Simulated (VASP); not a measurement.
Wanted: the native input for a VASP 6.6.1 run.

| Quantity | Value |
| --- | --- |
| Task | single point |
| Functional | PBE |
| Potentials or basis | VASP PAW PBE potentials, release 64 (Ag, B) |
| Cutoff | 520 eV |
| k mesh | 6 × 6 × 6 |
| Occupations | gaussian, width 0.1 eV |
| Spin | no spin polarisation |
| Dipole correction | no |
| Further INCAR settings | ALGO = Normal; EDIFF = 1e-06; NBANDS = 16 |

The structure of AgB2 lies in POSCAR:

```
AgB2
1.0
    3.0230503851      0.0000000000      0.0000000000
   -1.5115251926      2.6180384304      0.0000000000
    0.0000000000      0.0000000000      4.0589133445
Ag B
1 2
Direct
    0.0000000000      0.0000000000      0.0000000000
    0.3333333333      0.6666666667      0.5000000000
    0.6666666667      0.3333333333      0.5000000000
```

These files were run (other wordings do the same):

INCAR

```
PREC     = Accurate       # precision mode
ENCUT    = 520            # plane-wave cutoff, eV
EDIFF    = 1E-6           # SCF threshold, eV
ISMEAR   = 0              # smearing method
SIGMA    = 0.1            # smearing width, eV
LREAL    = F              # projectors in reciprocal space
LASPH    = T              # aspherical terms in the spheres
NELM     = 60             # most SCF steps
ALGO     = Normal         # electronic algorithm
ISIF     = 2              # what is computed and relaxed
LWAVE    = F              # write WAVECAR
LCHARG   = F              # write CHGCAR
GGA      = PE             # functional
NBANDS   = 16             # bands
```

KPOINTS

```
regular mesh
0
Gamma
  6 6 6
```

Potentials or basis: VASP PAW PBE potentials, release 64 (Ag, B).

Command:

```console
$ cat potpaw_PBE.64/Ag/POTCAR potpaw_PBE.64/B/POTCAR > POTCAR
$ mpirun -np 1 vasp_std > vasp.out
```

It gave:

```yaml
Pressure: -0.1 GPa
```

Caveat: the k points lie up to 0.40 Å⁻¹ apart.

Run time: 4.9 s on 1 thread of Intel(R) Xeon(R) 6975P-C (Granite Rapids), with other jobs on the host, peak memory 0.15 GiB.
